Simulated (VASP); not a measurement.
# SnO (P6_3mc) in VASP: notebook

SnO is run at these levels: PBE, r2SCAN; tasks: single point.

All numbers are computed with VASP 6.6.1; they aren't measurements. Logs are shortened: lines on timing, memory, paths and dates and some standing lists are left out, and cuts for length are marked.

## 1. The cell of the first run

It takes space group P6_3mc (No. 186, hexagonal). Conventional cell: a = 3.361 Å, b = 3.361 Å, c = 9.192 Å, α = 90.00°, β = 90.00°, γ = 120.00°. Within 2.9 Å of Sn (site symmetry 3m) lie 3 O at 2.20 Å. Within 2.9 Å of O (site symmetry 3m) lie 3 Sn at 2.20 Å.

## 2. Single point, PBE

INCAR

```
PREC = Accurate
ENCUT = 520
EDIFF = 1E-7
ISMEAR = 0
SIGMA = 0.01
LREAL = False
LASPH = True
NELM = 60
ALGO = Normal
ISIF = 2
LWAVE = False
LCHARG = False
GGA = PE
NBANDS = 28
```

KPOINTS

```
Automatic mesh
0
Gamma
  9 9 2
```

POSCAR

```
SnO
1.0
    3.3612593762      0.0000000000      0.0000000000
   -1.6806296881      2.9109360085      0.0000000000
    0.0000000000      0.0000000000      9.1916329646
Sn O
2 2
Direct
    0.3333333333      0.6666666667     -0.0059446236
    0.6666666667      0.3333333333      0.4940553764
    0.3333333333      0.6666666667      0.3809446236
    0.6666666667      0.3333333333      0.8809446236
```

Potentials or basis: VASP PAW PBE potentials, release 64 (Sn_d, O).

Launch:

```bash
$ cat potpaw_PBE.64/Sn_d/POTCAR potpaw_PBE.64/O/POTCAR > POTCAR
$ mpirun -np 1 vasp_std > vasp.out
```

OUTCAR:

```text
PREC = Accurate
   ENCUT = 520
   EDIFF = 1E-7
   ISMEAR = 0
   LREAL = False
   LASPH = True
   NELM = 60
   ISIF = 2
   GGA = PE

 ion  position               nearest neighbor table
   1  0.333  0.667  0.994-   4 2.20   4 2.20   4 2.20
   2  0.667  0.333  0.494-   3 2.20   3 2.20   3 2.20
   3  0.333  0.667  0.381-   2 2.20   2 2.20   2 2.20
   4  0.667  0.333  0.881-   1 2.20   1 2.20   1 2.20

  LATTYP: Found a hexagonal cell.
 ALAT       =     3.3612593762
 C/A-ratio  =     2.7345800891

  Lattice vectors:

 A1 = (   3.3612593762,   0.0000000000,   0.0000000000)
 A2 = (  -1.6806296881,   2.9109360085,   0.0000000000)
 A3 = (   0.0000000000,   0.0000000000,   9.1916329646)

Analysis of symmetry for initial positions (statically):
=====================================================================
 Subroutine PRICEL returns:
 Original cell was already a primitive cell.

 Routine SETGRP: Setting up the symmetry group for a
 hexagonal supercell.

 Subroutine GETGRP returns: Found 12 space group operations
 (whereof  6 operations were pure point group operations)
 out of a pool of 24 trial point group operations.

The static configuration has the point symmetry C_3v.
 The point group associated with its full space group is C_6v.

Analysis of symmetry for dynamics (positions and initial velocities):
=====================================================================
 Subroutine PRICEL returns:
 Original cell was already a primitive cell.

 Routine SETGRP: Setting up the symmetry group for a
 hexagonal supercell.

 Subroutine GETGRP returns: Found 12 space group operations
 (whereof  6 operations were pure point group operations)
 out of a pool of 24 trial point group operations.

The dynamic configuration has the point symmetry C_3v.
 The point group associated with its full space group is C_6v.

 Subroutine INISYM returns: Found 12 space group operations
 (whereof  6 operations are pure point group operations),
 and found     1 'primitive' translations

----------------------------------------------------------------------------------------

                                     Primitive cell

  volume of cell :      89.9347

  direct lattice vectors                    reciprocal lattice vectors
     3.361259376  0.000000000  0.000000000     0.297507538  0.171766057  0.000000000
    -1.680629688  2.910936008  0.000000000     0.000000000  0.343532114  0.000000000
     0.000000000  0.000000000  9.191632965     0.000000000  0.000000000  0.108794597

  length of vectors
     3.361259376  3.361259376  9.191632965     0.343532114  0.343532114  0.108794597

  position of ions in fractional coordinates (direct lattice)
     0.333333333  0.666666667  0.994055376
     0.666666667  0.333333333  0.494055376
     0.333333333  0.666666667  0.380944624
     0.666666667  0.333333333  0.880944624

  ion indices of the primitive-cell ions
   primitive index   ion index
                 1           1
                 2           2
                 3           3
                 4           4

----------------------------------------------------------------------------------------

 KPOINTS: Automatic mesh

Automatic generation of k-mesh.
 Grid dimensions read from file:
 generate k-points for:    9    9    2

 Generating k-lattice:

  Cartesian coordinates                     Fractional coordinates (reciprocal lattice)
     0.033056393  0.019085117  0.000000000     0.111111111  0.000000000  0.000000000
     0.000000000  0.038170235  0.000000000     0.000000000  0.111111111  0.000000000
     0.000000000  0.000000000  0.054397298     0.000000000  0.000000000  0.500000000

  Length of vectors
     0.038170235  0.038170235  0.054397298

  Shift w.r.t. Gamma in fractional coordinates (k-lattice)
     0.000000000  0.000000000  0.000000000

 Subroutine IBZKPT returns following result:
 ===========================================

 Found     24 irreducible k-points:

 Following reciprocal coordinates:
            Coordinates               Weight
  0.000000  0.000000  0.000000      1.000000
  0.111111  0.000000  0.000000      6.000000
  0.222222  0.000000  0.000000      6.000000
  0.333333  0.000000  0.000000      6.000000
  0.444444  0.000000  0.000000      6.000000
  0.111111  0.111111  0.000000      6.000000
[... 16 lines left out ...]
  0.333333  0.222222  0.500000     12.000000
  0.333333  0.333333  0.500000      2.000000
   k-points           NKPTS =     24   k-points in BZ     NKDIM =     24   number of bands    NBANDS=     28
   number of dos      NEDOS =    301   number of ions     NIONS =      4
   total plane-waves  NPLWV =  54880
   dimension x,y,z NGX =    28 NGY =   28 NGZ =   70
   dimension x,y,z NGXF=    56 NGYF=   56 NGZF=  140
   ions per type =               2   2
   NGX,Y,Z   is equivalent  to a cutoff of  13.85, 13.85, 12.66 a.u.
   NGXF,Y,Z  is equivalent  to a cutoff of  27.70, 27.70, 25.32 a.u.
 SYSTEM =  unknown system
   PREC   = accura    normal or accurate (medium, high low for compatibility)
   ISTART =      0    job   : 0-new  1-cont  2-samecut
   ICHARG =      2    charge: 1-file 2-atom 10-const
   ISPIN  =      1    spin polarized calculation?
   LNONCOLLINEAR =      F non collinear calculations
   LSORBIT =      F    spin-orbit coupling
   LASPH  =      T    aspherical Exc in radial PAW
   ENCUT  =  520.0 eV  38.22 Ry    6.18 a.u.   6.25  6.25 17.09*2*pi/ulx,y,z
   NELM   =     60;   NELMIN=  2; NELMDL= -5     # of ELM steps
   EDIFF  = 0.1E-06   stopping-criterion for ELM
   LREAL  =      F    real-space projection
   EDIFFG = 0.1E-05   stopping-criterion for IOM
   NSW    =      0    number of steps for IOM
   IBRION =     -1    ionic relax: 0-MD 1-quasi-New 2-CG
   NFREE  =      0    steps in history (QN), initial steepest desc. (CG)
   ISIF   =      2    stress and relaxation
   ISYM   =      2    0-nonsym 1-usesym 2-fastsym
   POTIM  = 0.5000    time-step for ionic-motion
   TEBEG  =    0.0;   TEEND  =   0.0 temperature during run
   PSTRESS=    0.0 pullay stress
   NELECT =      40.0000    total number of electrons
   NUPDOWN=      -1.0000    fix difference up-down
   EMIN   =  10.00;   EMAX   =-10.00  energy-range for DOS
   EFERMI =   0.00;   METHOD = LEGACY
   ISMEAR =     0;   SIGMA  =   0.01  broadening in eV -4-tet -1-fermi 0-gaus
   EFERMI_NEDOS =   21; number of points for ismear=-14 and -15
   IALGO  =     38    algorithm
   IMIX   =      4    mixing-type and parameters
     AMIX     =   0.40;   BMIX     =  1.00
     AMIX_MAG =   1.60;   BMIX_MAG =  1.00
  volume/ion in A,a.u.               =      22.48       151.73
  Fermi-wavevector in a.u.,A,eV,Ry     =   1.249642  2.361481 21.246937  1.561606
  Thomas-Fermi vector in A             =   2.383673
   LORBIT       =      0    0 simple, 1 ext, 2 COOP (PROOUT), +10 PAW based schemes
   GGA     = PE    functional components
   LHFCALC =     F    Hartree Fock is set to
   AEXX    =    0.0000 exact exchange contribution
   IVDW    =     0    specifies the selected vdW correction
   LEPSILON=     F    determine dielectric tensor
   LRPA    =     F    only Hartree local field effects (RPA)
 non-spin polarized calculation
 Gauss-broadening in eV      SIGMA  =   0.01
  energy-cutoff  :      520.00
  volume of cell :       89.93
 maximum number of plane-waves:      2458
 NGX is ok and might be reduce to    28
   NGX = 13   NGY = 13   NGZ = 35

 number of electron      40.0000003 magnetization

 Free energy of the ion-electron system (eV)
  ---------------------------------------------------
  ext. energy  EPLUGINS =         0.00000000
  ---------------------------------------------------
  free energy    TOTEN  =       -21.46768048 eV

  energy without entropy =      -21.46768048  energy(sigma->0) =      -21.46768048

 E-fermi :   3.5813     XC(G=0):  -8.8191

 val. band max:        3.5094009269   @ k =   0.3333   0.2222   0.0000
 cond. band min:       4.9670249103   @ k =   0.0000   0.0000   0.0000
 fundamental gap:      1.4576239834
 Fermi energy:         3.5813176441

 k-point     1 :       0.0000    0.0000    0.0000
  band No.  band energies     occupation
      1     -17.2631      2.00000
      2     -17.2631      2.00000
      3     -17.2630      2.00000
      4     -17.2630      2.00000
      5     -17.2560      2.00000
      6     -17.2534      2.00000
[... 20 lines left out ...]
     27      11.8824      0.00000
     28      14.2637      0.00000

 k-point     2 :       0.1111    0.0000    0.0000
  band No.  band energies     occupation
      1     -17.3172      2.00000
      2     -17.3150      2.00000
      3     -17.2446      2.00000
      4     -17.2445      2.00000
      5     -17.2195      2.00000
      6     -17.2189      2.00000
[... 20 lines left out ...]
     27      11.7396      0.00000
     28      14.4138      0.00000

 k-point     3 :       0.2222    0.0000    0.0000
  band No.  band energies     occupation
      1     -17.4097      2.00000
      2     -17.4074      2.00000
      3     -17.1985      2.00000
      4     -17.1984      2.00000
      5     -17.1911      2.00000
      6     -17.1897      2.00000
[... 20 lines left out ...]
     27      11.4594      0.00000
     28      13.7578      0.00000

 k-point     4 :       0.3333    0.0000    0.0000
  band No.  band energies     occupation
      1     -17.5071      2.00000
      2     -17.5054      2.00000
      3     -17.2076      2.00000
      4     -17.2064      2.00000
      5     -17.1549      2.00000
      6     -17.1544      2.00000
[... 20 lines left out ...]
     27      11.5425      0.00000
     28      12.7166      0.00000

 k-point     5 :       0.4444    0.0000    0.0000
  band No.  band energies     occupation
      1     -17.5669      2.00000
      2     -17.5659      2.00000
      3     -17.2229      2.00000
      4     -17.2217      2.00000
      5     -17.1468      2.00000
      6     -17.1459      2.00000
[... 20 lines left out ...]
     27      11.3258      0.00000
     28      12.1477      0.00000

 k-point     6 :       0.1111    0.1111    0.0000
  band No.  band energies     occupation
      1     -17.3779      2.00000
      2     -17.3755      2.00000
      3     -17.2264      2.00000
      4     -17.2264      2.00000
      5     -17.1843      2.00000
      6     -17.1836      2.00000
[... 463 lines left out ...]
      5     -17.1563      2.00000
      6     -17.1563      2.00000
[... 20 lines left out ...]
     27      11.7517      0.00000
     28      11.7517      0.00000

 k-point    22 :       0.2222    0.2222    0.5000
  band No.  band energies     occupation
      1     -17.5147      2.00000
      2     -17.5147      2.00000
      3     -17.1923      2.00000
      4     -17.1923      2.00000
      5     -17.1790      2.00000
      6     -17.1790      2.00000
[... 20 lines left out ...]
     27      12.4290      0.00000
     28      12.4290      0.00000

 k-point    23 :       0.3333    0.2222    0.5000
  band No.  band energies     occupation
      1     -17.5456      2.00000
      2     -17.5456      2.00000
      3     -17.1905      2.00000
      4     -17.1905      2.00000
      5     -17.1747      2.00000
      6     -17.1747      2.00000
[... 20 lines left out ...]
     27      12.1936      0.00000
     28      12.1936      0.00000

 k-point    24 :       0.3333    0.3333    0.5000
  band No.  band energies     occupation
      1     -17.5452      2.00000
      2     -17.5452      2.00000
      3     -17.1835      2.00000
      4     -17.1835      2.00000
      5     -17.1608      2.00000
      6     -17.1608      2.00000
[... 20 lines left out ...]
     27      12.6008      0.00000
     28      12.6008      0.00000

------------------------ aborting loop because EDIFF is reached ----------------------------------------

  FORCE on cell =-STRESS in cart. coord.  units (eV):
  Direction    XX          YY          ZZ          XY          YZ          ZX
  --------------------------------------------------------------------------------------
  -------------------------------------------------------------------------------------
  Total        0.1193918      0.1193918      0.0781126      0.0000000     -0.0000000      0.0000000
  in kB        2.1269517      2.1269517      1.3915674      0.0000000     -0.0000000      0.0000000
  external PRESSURE =       1.8818236 kB  Pullay stress =       0.0000000 kB

 VOLUME and BASIS-vectors are now :
 -----------------------------------------------------------------------------
  energy-cutoff  :      520.00
  volume of cell :       89.93
      direct lattice vectors                 reciprocal lattice vectors
     3.361259376  0.000000000  0.000000000     0.297507538  0.171766057  0.000000000
    -1.680629688  2.910936008  0.000000000     0.000000000  0.343532114  0.000000000
     0.000000000  0.000000000  9.191632965     0.000000000  0.000000000  0.108794597

 POSITION                                       TOTAL-FORCE (eV/Angst)
 -----------------------------------------------------------------------------------
     -0.00000      1.94062      9.13699         0.000000      0.000000      0.060051
      1.68063      0.97031      4.54118        -0.000000     -0.000000      0.060051
     -0.00000      1.94062      3.50150         0.000000      0.000000     -0.060051
      1.68063      0.97031      8.09732        -0.000000     -0.000000     -0.060051
 -----------------------------------------------------------------------------------
    total drift:                               -0.000000      0.000000      0.000469

  FREE ENERGIE OF THE ION-ELECTRON SYSTEM (eV)
  ---------------------------------------------------
  free  energy   TOTEN  =       -21.4676804809 eV

  energy  without entropy=      -21.4676804809  energy(sigma->0) =      -21.46768048
```

Wall time 77 s (1 thread of Intel Xeon 6975P-C (Granite Rapids), shared host); peak memory 0.24 GiB.

Results:

- Free energy: -21.4677 eV
- Pressure: 0.2 GPa
- Largest force: 0.060 eV/Å
- Band gap on the k mesh: 1.46 eV, indirect (least direct gap 1.84 eV)

Forces on the atoms (eV/Å):
```
Sn   0.000  0.000  0.060
Sn   0.000  0.000  0.060
O    0.000  0.000 -0.060
O    0.000  0.000 -0.060
```

Levels at points of the mesh, in eV from the valence-band top:
| k point | band 16 | band 17 | band 18 | band 19 | band 20 | band 21 | band 22 | band 23 | band 24 | band 25 |
| --- | --- | --- | --- | --- | --- | --- | --- | --- | --- | --- |
| (0.00, 0.00, 0.00) | -2.41 | -2.40 | -2.40 | -1.91 | -0.83 | 1.46 | 2.73 | 7.69 | 8.28 | 8.28 |
| (0.00, 0.00, 0.50) | -2.41 | -2.41 | -2.41 | -1.42 | -1.42 | 2.11 | 2.11 | 8.33 | 8.33 | 8.33 |

Caveat: spin-orbit coupling is left out, which moves the levels of the heavy elements. A k mesh can miss the band edges.

## 3. Single point, PBE (volume changed by +3%)

INCAR

```
SYSTEM = SnO
PREC = Accurate ; ENCUT = 520
EDIFF = 1E-6 ; ISMEAR = 0
SIGMA = 0.01 ; LREAL = .False.
LASPH = .True. ; NELM = 60
ALGO = Normal ; ISIF = 2
LWAVE = .False. ; LCHARG = .False.
GGA = PE ; NBANDS = 28
```

KPOINTS

```
regular mesh
0
Gamma
  9 9 2
  0 0 0
```

POSCAR

```
SnO
1.0
    3.3945413365      0.0000000000      0.0000000000
   -1.6972706682      2.9397590316      0.0000000000
    0.0000000000      0.0000000000      9.2826451506
Sn O
2 2
Direct
    0.3333333333      0.6666666667     -0.0059446236
    0.6666666667      0.3333333333      0.4940553764
    0.3333333333      0.6666666667      0.3809446236
    0.6666666667      0.3333333333      0.8809446236
```

Potentials or basis: VASP PAW PBE potentials, release 64 (Sn_d, O).

Launch:

```bash
$ cat potpaw_PBE.64/Sn_d/POTCAR potpaw_PBE.64/O/POTCAR > POTCAR
$ mpirun -np 1 vasp_std > vasp.out
```

It took 69 s on 1 thread of Intel Xeon 6975P-C (Granite Rapids), shared host; peak memory 0.24 GiB.

Results (log left out):

```
Free energy            : -21.4585 eV
Pressure               : -1.5 GPa
Largest force          : 0.201 eV/Å
Band gap on the k mesh : 1.49 eV, indirect (least direct gap 1.88 eV)
```

Forces on the atoms (eV/Å):
```
Sn   0.000  0.000 -0.201
Sn   0.000  0.000 -0.201
O    0.000  0.000  0.201
O    0.000  0.000  0.201
```

Stress tensor (GPa, compression positive):
```
-1.67  0.00  0.00
 0.00 -1.67  0.00
 0.00  0.00 -1.07
```

Levels at points of the mesh, in eV from the valence-band top:
```tsv
k point	band 18	band 19	band 20	band 21	band 22	band 23
(0.00, 0.00, 0.00)	-2.24	-1.75	-0.74	1.49	2.72	7.66
(0.00, 0.00, 0.50)	-2.25	-1.29	-1.29	2.12	2.12	8.16
```

Caveat: spin-orbit coupling is left out, which moves the levels of the heavy elements. A k mesh can miss the band edges.

[end of part 1 of 2]
